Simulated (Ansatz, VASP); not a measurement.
# C in VASP and in Ansatz

```xyz
10
Lattice="-2.4913 0.0000 0.0000 -1.2456 -2.1575 0.0000 0.3114 0.1798 10.2539" Properties=species:S:1:pos:R:3 pbc="T T T"
C     0.9961    0.5751    8.9635
C    -2.7408   -1.5824    7.4366
C    -0.2495   -0.1441    1.2898
C    -2.7408   -1.5824    4.8564
C    -0.2495   -0.1441    2.8177
C    -2.7408   -1.5824    3.3284
C    -0.2495   -0.1441    9.4776
C    -1.4951   -0.8632    6.9225
C    -1.4951   -0.8632    0.7759
C    -1.4951   -0.8632    5.3703
```

Alike in both runs: task single point; functional LDA; k mesh 10 × 10 × 3; occupations gaussian, width 0.05 eV; no spin polarisation.

```csv
,VASP,Ansatz
version,VASP 6.6.1,Ansatz 0.2.0
potentials or method,"VASP PAW LDA potentials, release 64 (C_h), cutoff 910 eV","scalar-relativistic, plane waves, PAW"
valence electrons in the cell,40,40
```

```csv
,VASP,Ansatz,Ansatz less VASP
gap on the k mesh at the Fermi level (eV),none,none,-
rms of the force components (eV/Å),1.290,1.294,+0.0046
```

LDA's correlation is that of Perdew and Zunger in VASP and of Perdew and Wang (1992) in Ansatz. Atom by atom the forces differ by 0.007 eV/Å (rms over components). A gap of «none» marks a metal or a gap that the smearing closes.

Noted on VASP's run: the cutoff is short for stress, so the pressure is rough.
